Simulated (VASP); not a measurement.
A run of VASP 6.6.1:

File POSCAR:

```
Al
1.0
    0.0000000000      1.9960030759      1.9960030759
    1.9960030759      0.0000000000      1.9960030759
    1.9960030759      1.9960030759      0.0000000000
Al
1
Direct
    0.0000000000      0.0000000000      0.0000000000
```

File INCAR.step1:

```
SYSTEM = Al
ALGO = Normal ; EDIFF = 1E-4
ENCUT = 520 ; GGA = PE
ISMEAR = 0 ; LASPH = .TRUE.
LCHARG = .FALSE. ; LREAL = .FALSE.
LWAVE = .TRUE. ; NBANDS = 8
NELM = 60 ; PREC = Accurate
SIGMA = 0.1
```

INCAR.step2

```
SYSTEM = Al
ALGO = Normal ; EDIFF = 1E-7
ENCUT = 520 ; ISIF = 2
ISMEAR = 0 ; ISTART = 1
LASPH = .TRUE. ; LCHARG = .FALSE.
LMIXTAU = .TRUE. ; LREAL = .FALSE.
LWAVE = .FALSE. ; METAGGA = R2SCAN
NBANDS = 8 ; NELM = 60
PREC = Accurate ; SIGMA = 0.1
```

Contents of KPOINTS:

```
k-points
0
G
  18 18 18
  0 0 0
```

Potentials or basis: VASP PAW PBE potentials, release 64 (Al).

Launch:

```sh
$ cat potpaw_PBE.64/Al/POTCAR > POTCAR
$ cp INCAR.step1 INCAR
$ mpirun -np 1 vasp_std > vasp.out
$ cp INCAR.step2 INCAR
$ mpirun -np 1 vasp_std > vasp.out
```

Hardware: 1 thread of Intel(R) Xeon(R) Platinum 8488C (Sapphire Rapids), with other jobs on the host.

Task: How long does it take, and how much memory?

Result: Run time: 59 s on 1 thread of Intel(R) Xeon(R) Platinum 8488C (Sapphire Rapids), with other jobs on the host, peak memory 0.15 GiB. Counts: k points 195.
